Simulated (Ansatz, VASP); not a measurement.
# Bi2Te3 in VASP and in Ansatz

```
Bi Te
1.0
     2.23601    1.29096   10.36504
    -2.23601    1.29096   10.36504
     0.00000   -2.58192   10.36504
Bi Te
2 3
Direct
  0.60000 0.60000 0.60000
  0.40000 0.40000 0.40000
  0.79050 0.79050 0.79050
  0.20950 0.20950 0.20950
  0.00000 0.00000 0.00000
```

Change from the starting cell: volume scaled by 1.06.

Alike in both runs: task single point; functional LDA; k mesh 7 × 7 × 7; occupations fermi-dirac, width 0.05 eV; no spin polarisation.

|  | VASP | Ansatz |
| --- | --- | --- |
| version | VASP 6.6.1 | Ansatz 0.2.0 |
| potentials or method | VASP PAW LDA potentials, release 64 (Bi_d, Te), cutoff 520 eV | all-electron LAPW, scalar-relativistic |

Ansatz gave:

- gap on the k mesh at the Fermi level (eV): 0.24
- least direct gap on the mesh (eV): 0.24
- pressure (GPa): -4.2
- traceless stress, the component that is largest in VASP (GPa): -0.41
- rms of the force components (eV/Å): 0.198

Q: Which values does VASP return?

A: gap on the k mesh at the Fermi level (eV): 0.23; least direct gap on the mesh (eV): 0.23; pressure (GPa): -4.2; traceless stress, the component that is largest in VASP (GPa): -0.40; rms of the force components (eV/Å): 0.188.

LDA's correlation is that of Perdew and Zunger in VASP and of Perdew and Wang (1992) in Ansatz. Atom by atom the forces differ by 0.010 eV/Å (rms over components). Ansatz ran all-electron here, and VASP with PAW potentials.

Neither program's run includes spin-orbit coupling.
